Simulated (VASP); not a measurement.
# TaN in VASP: single point with r2SCAN

Aim: the single point of TaN with r2SCAN.

All numbers are computed with VASP 6.6.1; they aren't measurements. Logs are shortened: lines on timing, memory, paths and dates and some standing lists are left out, and cuts for length are marked.

### 1 The cell of the first run

The cell holds a slab with vacuum, 6 atoms: a = 2.885 Å, b = 2.936 Å, c = 22.933 Å, α = 90.00°, β = 90.00°, γ = 90.00°.

### 2 Single point, r2SCAN

The input, POSCAR:

```
TaN
1.0
    2.8846185528      0.0000000000      0.0000000000
    0.0000000000      2.9361543272      0.0000000000
    0.0000000000      0.0000000000     22.9331632192
N Ta
3 3
Direct
    0.0000000000      0.5000000000      0.3706422842
    0.0000000000      0.0000000000      0.4815203263
    0.0000000000      0.5000000000      0.5930703951
    0.5000000000      0.0000000000      0.4076016316
    0.5000000000      0.5000000000      0.5195017267
    0.5000000000      0.0000000000      0.6304907439
```

The input, INCAR.step1:

```
SYSTEM = TaN
ALGO     = Normal         ! electronic algorithm
DIPOL    = 0.5 0.5 0.500
EDIFF    = 1E-4           ! SCF threshold, eV
ENCUT    = 520            ! plane-wave cutoff, eV
GGA      = PE             ! functional
IDIPOL   = 3            
ISMEAR   = 0              ! smearing method
LASPH    = .TRUE.         ! aspherical terms in the spheres
LCHARG   = .FALSE.        ! write CHGCAR
LDIPOL   = .TRUE.       
LREAL    = .FALSE.        ! projectors in reciprocal space
LWAVE    = .TRUE.         ! write WAVECAR
NBANDS   = 33             ! bands
NELM     = 60             ! most SCF steps
PREC     = Accurate       ! precision mode
SIGMA    = 0.1            ! smearing width, eV
```

The input, INCAR.step2:

```
SYSTEM = TaN
ALGO     = Normal         ! electronic algorithm
DIPOL    = 0.5 0.5 0.500
EDIFF    = 1E-7           ! SCF threshold, eV
ENCUT    = 520            ! plane-wave cutoff, eV
IDIPOL   = 3            
ISIF     = 2              ! what is computed and relaxed
ISMEAR   = 0              ! smearing method
ISTART   = 1            
LASPH    = .TRUE.         ! aspherical terms in the spheres
LCHARG   = .FALSE.        ! write CHGCAR
LDIPOL   = .TRUE.       
LMIXTAU  = .TRUE.       
LREAL    = .FALSE.        ! projectors in reciprocal space
LWAVE    = .FALSE.        ! write WAVECAR
METAGGA  = R2SCAN         ! meta-GGA
NBANDS   = 33             ! bands
NELM     = 60             ! most SCF steps
PREC     = Accurate       ! precision mode
SIGMA    = 0.1            ! smearing width, eV
```

The input, KPOINTS:

```
k-points
0
G
  10 10 1
  0 0 0
```

Potentials or basis: VASP PAW PBE potentials, release 64 (N, Ta_pv).

Command:

```
$ cat potpaw_PBE.64/N/POTCAR potpaw_PBE.64/Ta_pv/POTCAR > POTCAR
$ cp INCAR.step1 INCAR
$ mpirun -np 1 vasp_std > vasp.out
$ cp INCAR.step2 INCAR
$ mpirun -np 1 vasp_std > vasp.out
```

OUTCAR:

```text
SYSTEM = TaN
   EDIFF = 1E-7
   ENCUT = 520
   ISIF = 2
   ISMEAR = 0
   ISTART = 1
   LASPH = .TRUE.
   LREAL = .FALSE.
   METAGGA = R2SCAN
   NELM = 60
   PREC = Accurate

 ion  position               nearest neighbor table
   1  0.000  0.500  0.371-   4 2.23   4 2.23   4 2.23   4 2.23
   2  0.000  0.000  0.482-   4 2.23   4 2.23   5 2.23   5 2.23   5 2.23   5 2.23
   3  0.000  0.500  0.593-   5 2.22   5 2.22   6 2.23   6 2.23   6 2.23   6 2.23
   4  0.500  0.000  0.408-   2 2.23   2 2.23   1 2.23   1 2.23   1 2.23   1 2.23   5 2.96   5 2.96

   5  0.500  0.500  0.520-   3 2.22   3 2.22   2 2.23   2 2.23   2 2.23   2 2.23   6 2.94   6 2.94
                             4 2.96   4 2.96
   6  0.500  0.000  0.630-   3 2.23   3 2.23   3 2.23   3 2.23   5 2.94   5 2.94

  LATTYP: Found a simple orthorhombic cell.
 ALAT       =     2.8846185528
 B/A-ratio  =     1.0178657155
 C/A-ratio  =     7.9501545176

  Lattice vectors:

 A1 = (   2.8846185528,   0.0000000000,   0.0000000000)
 A2 = (   0.0000000000,   2.9361543272,   0.0000000000)
 A3 = (   0.0000000000,   0.0000000000,  22.9331632192)

Analysis of symmetry for initial positions (statically):
=====================================================================
 Subroutine PRICEL returns:
 Original cell was already a primitive cell.

 Routine SETGRP: Setting up the symmetry group for a
 simple orthorhombic supercell.

 Subroutine GETGRP returns: Found  4 space group operations
 (whereof  4 operations were pure point group operations)
 out of a pool of  8 trial point group operations.

The static configuration has the point symmetry C_2v.

Analysis of symmetry for dynamics (positions and initial velocities):
=====================================================================
 Subroutine PRICEL returns:
 Original cell was already a primitive cell.

 Routine SETGRP: Setting up the symmetry group for a
 simple orthorhombic supercell.

 Subroutine GETGRP returns: Found  4 space group operations
 (whereof  4 operations were pure point group operations)
 out of a pool of  8 trial point group operations.

The dynamic configuration has the point symmetry C_2v.

 Subroutine INISYM returns: Found  4 space group operations
 (whereof  4 operations are pure point group operations),
 and found     1 'primitive' translations

----------------------------------------------------------------------------------------

                                     Primitive cell

  volume of cell :     194.2367

  direct lattice vectors                    reciprocal lattice vectors
     2.884618553  0.000000000  0.000000000     0.346666286  0.000000000  0.000000000
     0.000000000  2.936154327  0.000000000     0.000000000  0.340581553  0.000000000
     0.000000000  0.000000000 22.933163219     0.000000000  0.000000000  0.043604975

  length of vectors
     2.884618553  2.936154327 22.933163219     0.346666286  0.340581553  0.043604975

  position of ions in fractional coordinates (direct lattice)
     0.000000000  0.500000000  0.370642284
     0.000000000  0.000000000  0.481520326
     0.000000000  0.500000000  0.593070395
     0.500000000  0.000000000  0.407601632
     0.500000000  0.500000000  0.519501727
     0.500000000  0.000000000  0.630490744

  ion indices of the primitive-cell ions
   primitive index   ion index
                 1           1
                 2           2
                 3           3
                 4           4
                 5           5
                 6           6

----------------------------------------------------------------------------------------

 KPOINTS: k-points

Automatic generation of k-mesh.
 Grid dimensions read from file:
 generate k-points for:   10   10    1

 Generating k-lattice:

  Cartesian coordinates                     Fractional coordinates (reciprocal lattice)
     0.034666629  0.000000000  0.000000000     0.100000000  0.000000000  0.000000000
     0.000000000  0.034058155  0.000000000     0.000000000  0.100000000  0.000000000
     0.000000000  0.000000000  0.043604975     0.000000000  0.000000000  1.000000000

  Length of vectors
     0.034666629  0.034058155  0.043604975

  Shift w.r.t. Gamma in fractional coordinates (k-lattice)
     0.000000000  0.000000000  0.000000000

 Subroutine IBZKPT returns following result:
 ===========================================

 Found     36 irreducible k-points:

 Following reciprocal coordinates:
            Coordinates               Weight
  0.000000  0.000000  0.000000      1.000000
  0.100000  0.000000  0.000000      2.000000
  0.200000  0.000000  0.000000      2.000000
  0.300000  0.000000  0.000000      2.000000
  0.400000  0.000000  0.000000      2.000000
  0.500000  0.000000  0.000000      1.000000
[... 16 lines left out ...]
  0.400000  0.300000  0.000000      4.000000
  0.500000  0.300000  0.000000      2.000000
 [... further k-points ...]
   k-points           NKPTS =     36   k-points in BZ     NKDIM =     36   number of bands    NBANDS=     33
   number of dos      NEDOS =    301   number of ions     NIONS =      6
   total plane-waves  NPLWV = 103680
   dimension x,y,z NGX =    24 NGY =   24 NGZ =  180
   dimension x,y,z NGXF=    48 NGYF=   48 NGZF=  360
   ions per type =               3   3
   NGX,Y,Z   is equivalent  to a cutoff of  13.83, 13.59, 13.05 a.u.
   NGXF,Y,Z  is equivalent  to a cutoff of  27.66, 27.18, 26.10 a.u.
 SYSTEM =  TaN
   PREC   = accura    normal or accurate (medium, high low for compatibility)
   ISTART =      1    job   : 0-new  1-cont  2-samecut
   ICHARG =      0    charge: 1-file 2-atom 10-const
   ISPIN  =      1    spin polarized calculation?
   LNONCOLLINEAR =      F non collinear calculations
   LSORBIT =      F    spin-orbit coupling
   LASPH  =      T    aspherical Exc in radial PAW
   ENCUT  =  520.0 eV  38.22 Ry    6.18 a.u.   5.36  5.46 42.64*2*pi/ulx,y,z
   NELM   =     60;   NELMIN=  2; NELMDL=  0     # of ELM steps
   EDIFF  = 0.1E-06   stopping-criterion for ELM
   LREAL  =      F    real-space projection
   EDIFFG = 0.1E-05   stopping-criterion for IOM
   NSW    =      0    number of steps for IOM
   IBRION =     -1    ionic relax: 0-MD 1-quasi-New 2-CG
   NFREE  =      0    steps in history (QN), initial steepest desc. (CG)
   ISIF   =      2    stress and relaxation
   ISYM   =      2    0-nonsym 1-usesym 2-fastsym
   POTIM  = 0.5000    time-step for ionic-motion
   TEBEG  =    0.0;   TEEND  =   0.0 temperature during run
   PSTRESS=    0.0 pullay stress
   NELECT =      48.0000    total number of electrons
   NUPDOWN=      -1.0000    fix difference up-down
   EMIN   =  10.00;   EMAX   =-10.00  energy-range for DOS
   EFERMI =   0.00;   METHOD = LEGACY
   ISMEAR =     0;   SIGMA  =   0.10  broadening in eV -4-tet -1-fermi 0-gaus
   EFERMI_NEDOS =   21; number of points for ismear=-14 and -15
   IALGO  =     38    algorithm
   IMIX   =      4    mixing-type and parameters
     AMIX     =   0.40;   BMIX     =  1.00
     AMIX_MAG =   1.60;   BMIX_MAG =  1.00
  volume/ion in A,a.u.               =      32.37       218.46
  Fermi-wavevector in a.u.,A,eV,Ry     =   1.027334  1.941379 14.359784  1.055414
  Thomas-Fermi vector in A             =   2.161273
   LORBIT       =      0    0 simple, 1 ext, 2 COOP (PROOUT), +10 PAW based schemes
   METAGGA = R2SCAN    functional components
   LHFCALC =     F    Hartree Fock is set to
   AEXX    =    0.0000 exact exchange contribution
   IVDW    =     0    specifies the selected vdW correction
   LEPSILON=     F    determine dielectric tensor
   LRPA    =     F    only Hartree local field effects (RPA)
 non-spin polarized calculation
 Gauss-broadening in eV      SIGMA  =   0.10
  energy-cutoff  :      520.00
  volume of cell :      194.24
 maximum number of plane-waves:      5283
 NGX is ok and might be reduce to    24
   NGX = 11   NGY = 11   NGZ = 85

 number of electron      47.9999997 magnetization

 dipolmoment           0.000000      0.000000     -0.051768 electrons x Angstroem

 Free energy of the ion-electron system (eV)
  ---------------------------------------------------
  ext. energy  EPLUGINS =         0.00000000
  ---------------------------------------------------
  free energy    TOTEN  =      -177.62003872 eV

  energy without entropy =     -177.60921764  energy(sigma->0) =     -177.61462818

 E-fermi :  -1.4134     XC(G=0):  -5.5981

 val. band max:       -1.4223585531   @ k =   0.3000   0.2000   0.0000
 cond. band min:      -1.4068361493   @ k =   0.5000   0.2000   0.0000
 fundamental gap:      0.0155224037
 Fermi energy:        -1.4134023457

 k-point     1 :       0.0000    0.0000    0.0000
  band No.  band energies     occupation
      1     -37.9001      2.00000
      2     -37.5602      2.00000
      3     -37.4186      2.00000
      4     -37.3330      2.00000
      5     -37.1226      2.00000
      6     -37.0673      2.00000
[... 25 lines left out ...]
     32       2.8965      0.00000
     33       3.1847      0.00000

 k-point     2 :       0.1000    0.0000    0.0000
  band No.  band energies     occupation
      1     -37.8868      2.00000
      2     -37.5499      2.00000
      3     -37.4190      2.00000
      4     -37.4101      2.00000
      5     -37.1558      2.00000
      6     -37.1141      2.00000
[... 25 lines left out ...]
     32       2.8905      0.00000
     33       3.1775      0.00000
[... 754 lines left out ...]
     32       3.8568      0.00000
     33       4.4899      0.00000

 k-point    24 :       0.5000    0.3000    0.0000
  band No.  band energies     occupation
      1     -38.0914      2.00000
      2     -37.8541      2.00000
      3     -37.8215      2.00000
      4     -37.6358      2.00000
      5     -37.5775      2.00000
      6     -37.4981      2.00000
[... 25 lines left out ...]
     32       4.3298      0.00000
     33       4.5148      0.00000

 [... further k-points ...]

------------------------ aborting loop because EDIFF is reached ----------------------------------------

 vacuum level on the upper side and lower side of the slab       (xc-potential included)        -0.563         0.525

  FORCE on cell =-STRESS in cart. coord.  units (eV):
  Direction    XX          YY          ZZ          XY          YZ          ZX
  --------------------------------------------------------------------------------------
  -------------------------------------------------------------------------------------
  Total       -6.9722101     -7.7742317     -1.9242245      0.0000000      0.0000000      0.0000000
  in kB      -57.5108542    -64.1263956    -15.8721252      0.0000000      0.0000000      0.0000000
  external PRESSURE =     -45.8364583 kB  Pullay stress =       0.0000000 kB

 VOLUME and BASIS-vectors are now :
 -----------------------------------------------------------------------------
  energy-cutoff  :      520.00
  volume of cell :      194.24
      direct lattice vectors                 reciprocal lattice vectors
     2.884618553  0.000000000  0.000000000     0.346666286  0.000000000  0.000000000
     0.000000000  2.936154327  0.000000000     0.000000000  0.340581553  0.000000000
     0.000000000  0.000000000 22.933163219     0.000000000  0.000000000  0.043604975

 POSITION                                       TOTAL-FORCE (eV/Angst)
 -----------------------------------------------------------------------------------
      0.00000      1.46808      8.50000         0.000000      0.000000      3.194065
      0.00000      0.00000     11.04278         0.000000      0.000000      0.252921
      0.00000      1.46808     13.60098         0.000000      0.000000     -0.017607
      1.44231      0.00000      9.34759         0.000000      0.000000     -3.529575
      1.44231      1.46808     11.91382         0.000000      0.000000      0.005048
      1.44231      0.00000     14.45915         0.000000      0.000000      0.095148
 -----------------------------------------------------------------------------------
    total drift:                                0.000000      0.000000     -0.000587

  FREE ENERGIE OF THE ION-ELECTRON SYSTEM (eV)
  ---------------------------------------------------
  free  energy   TOTEN  =      -177.6200387181 eV

  energy  without entropy=     -177.6092176408  energy(sigma->0) =     -177.61462818

 vacuum level on the upper side and lower side of the slab         4.085         5.195
```

Wall time 26 min (1 thread of Intel Xeon 6975P-C, shared host); peak memory 0.48 GiB.

What came out:

```yaml
Free_energy: -177.6200 eV
Largest_force: 3.530 eV/Å
Band_gap_on_the_k_mesh: zero (band 24 reaches 0.19 eV, above the bottom of band 25 at -2.34 eV)
```

Forces in eV/Å, atoms in the order of the input:
```
N    0.000  0.000  3.194
N    0.000  0.000  0.253
N    0.000  0.000 -0.018
Ta   0.000  0.000 -3.530
Ta   0.000  0.000  0.005
Ta   0.000  0.000  0.095
```

Caveat: the PAW data sets were made with another functional, which shifts forces and pressure a little; spin-orbit coupling is left out, which moves the levels of the heavy elements.
